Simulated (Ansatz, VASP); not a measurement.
## Al2Cu: VASP beside Ansatz

```
Al Cu
1.0
    -1.99690    1.99690    2.93960
     1.99690   -1.99690    2.93960
     1.99690    1.99690   -2.93960
Al Cu
2 1
Cartesian
  0.0000 1.9969 1.4698
  1.9969 0.0000 1.4698
  0.0000 0.0000 2.9396
```

Alike in both runs: task single point; functional PBE; k mesh 14 × 14 × 14; occupations gaussian, width 0.15 eV; no spin polarisation.

|  | VASP | Ansatz |
| --- | --- | --- |
| version | VASP 6.6.1 | Ansatz 0.2.0 |
| potentials or method | VASP PAW PBE potentials, release 64 (Al, Cu), cutoff 520 eV | scalar-relativistic, plane waves, PAW |
| valence electrons in the cell | 17 | 25 |

VASP gave:

| Quantity | Value |
| --- | --- |
| gap on the k mesh at the Fermi level (eV) | none |
| pressure (GPa) | 3.4 |
| traceless stress, the component that is largest in VASP (GPa) | -2.43 |

Problem. Which values does Ansatz return?

Solution. gap on the k mesh at the Fermi level (eV): none; pressure (GPa): 3.3; traceless stress, the component that is largest in VASP (GPa): -2.45.

A gap of «none» marks a metal or a gap that the smearing closes. With one functional, cell and mesh, what is left measures potentials, basis and numerics. VASP's potentials hold 17 valence electrons a cell and Ansatz's 25, so a difference there can come from the potentials and not from the codes.
